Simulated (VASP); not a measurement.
Set up this calculation in VASP 6.6.1, as the native input.

```
Task                   : single point
Functional             : PBE
Potentials or basis    : VASP PAW PBE potentials, release 64 (Sn_d, Te)
Cutoff                 : 520 eV
k mesh                 : 10 × 10 × 10
Occupations            : gaussian, width 0.03 eV
Spin                   : no spin polarisation
Dipole correction      : no
Further INCAR settings : ALGO = Normal; EDIFF = 1e-06; NBANDS = 17
```

The structure of SnTe lies in POSCAR:

```
SnTe
1.0
    0.0000000000      3.2038475000      3.1565000000
    3.1565000000      0.0000000000      3.1565000000
    3.1565000000      3.2038475000      0.0000000000
Sn Te
1 1
Direct
    0.0000000000      0.0000000000      0.0000000000
    0.5000000000      0.5000000000      0.5000000000
```

This cell differs from its parent crystal: strain +0.0150 x Voigt [0, 1, 0, 0, 0, 0].

One way to write it, as run:

INCAR

```
ALGO = Normal
EDIFF = 1E-6
ENCUT = 520
GGA = PE
ISIF = 2
ISMEAR = 0
LASPH = True
LCHARG = False
LREAL = False
LWAVE = False
NBANDS = 17
NELM = 100
PREC = Accurate
SIGMA = 0.03
```

KPOINTS

```
k-points
0
Gamma
  10 10 10
```

Potentials or basis: VASP PAW PBE potentials, release 64 (Sn_d, Te).

Command:

```console
$ cat potpaw_PBE.64/Sn_d/POTCAR potpaw_PBE.64/Te/POTCAR > POTCAR
$ mpirun -np 1 vasp_std > vasp.out
```

Results of the run:

* Pressure: 1.3 GPa
* Band gap on the k mesh: 0.05 eV, direct

Caveat: the cell differs from its parent crystal (strain +0.0150 x Voigt [0, 1, 0, 0, 0, 0]); spin-orbit coupling is left out, which moves the levels of the heavy elements.

It took 100 s on 1 thread of Intel(R) Xeon(R) Platinum 8259CL CPU @ 2.50GHz (Skylake/Cascade Lake), on a shared host, peak memory 0.28 GiB.
